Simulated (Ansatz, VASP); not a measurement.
# Be3CdS4 in VASP and in Ansatz

The input INCAR:

```
SYSTEM = Be3CdS4
  PREC = Accurate
  ENCUT = 520
  EDIFF = 1E-6
  ISMEAR = 0
  SIGMA = 0.1
  LREAL = .FALSE.
  LASPH = .TRUE.
  NELM = 80
  ALGO = Normal
  ISIF = 2
  LWAVE = .FALSE.
  LCHARG = .FALSE.
  GGA = PE
  NBANDS = 31
```

KPOINTS

```
regular mesh
0
G
  4 4 2
  0 0 0
```

File POSCAR:

```
Be3CdS4
1.0
    3.5726359569      0.0000000000      0.0000000000
    0.0000000000      3.5726359569      0.0000000000
    0.0000000000      0.0000000000     10.5976387354
Be Cd S
3 1 4
Direct
    0.5000000000      0.5000000000      0.2758592665
    0.0000000000      0.0000000000      0.5000000000
    0.5000000000      0.5000000000      0.7241407335
    1.0000000000      0.0000000000      0.0000000000
    0.5000000000      0.0000000000      0.1671250261
    0.5000000000      0.0000000000      0.6117731082
    0.0000000000      0.5000000000      0.3882268918
    0.0000000000      0.5000000000      0.8328749739
```

Input for Ansatz:

```yaml
crystal:
  lattice:
    - [3.5726359569, 0.0, 0.0]
    - [0.0, 3.5726359569, 0.0]
    - [0.0, 0.0, 10.5976387354]
  atoms:
    - { symbol: Be, position: [0.5, 0.5, 0.2758592665] }
    - { symbol: Be, position: [0.0, 0.0, 0.5] }
    - { symbol: Be, position: [0.5, 0.5, 0.7241407335] }
    - { symbol: Cd, position: [1.0, 0.0, 0.0] }
    - { symbol: S, position: [0.5, 0.0, 0.1671250261] }
    - { symbol: S, position: [0.5, 0.0, 0.6117731082] }
    - { symbol: S, position: [0.0, 0.5, 0.3882268918] }
    - { symbol: S, position: [0.0, 0.5, 0.8328749739] }
basis:
  ecutwfc: 420
kpoints:
  mp_grid: { grid: [4, 4, 2] }
hamiltonian:
  xc: pbe
scf:
  occupations: { method: gaussian, width: 0.1 }
  lower_state_search: "off"
output:
  forces: true
  stress: true
  eigenvalues: true
```

Alike in both runs: task single point; functional PBE; k mesh 4 × 4 × 2; occupations gaussian, width 0.1 eV; no spin polarisation.

|  | VASP | Ansatz |
| --- | --- | --- |
| version | VASP 6.6.1 | Ansatz 0.2.0 |
| potentials or method | VASP PAW PBE potentials, release 64 (Be, Cd, S), cutoff 520 eV | scalar-relativistic, plane waves, PAW |
| valence electrons in the cell | 42 | 50 |

```csv
,VASP,Ansatz,Ansatz less VASP
gap on the k mesh at the Fermi level (eV),2.85,2.83,-0.017
least direct gap on the mesh (eV),2.85,2.83,-0.017
pressure (GPa),0.2,0.1,-0.15
"traceless stress, the component that is largest in VASP (GPa)",-0.25,-0.29,-0.044
rms of the force components (eV/Å),0.021,0.007,-0.0137
```

Atom by atom the forces differ by 0.014 eV/Å (rms over components). VASP's potentials hold 42 valence electrons a cell and Ansatz's 50, so a difference there can come from the potentials and not from the codes.

The k mesh is coarse, so the values compare programs but aren't converged.
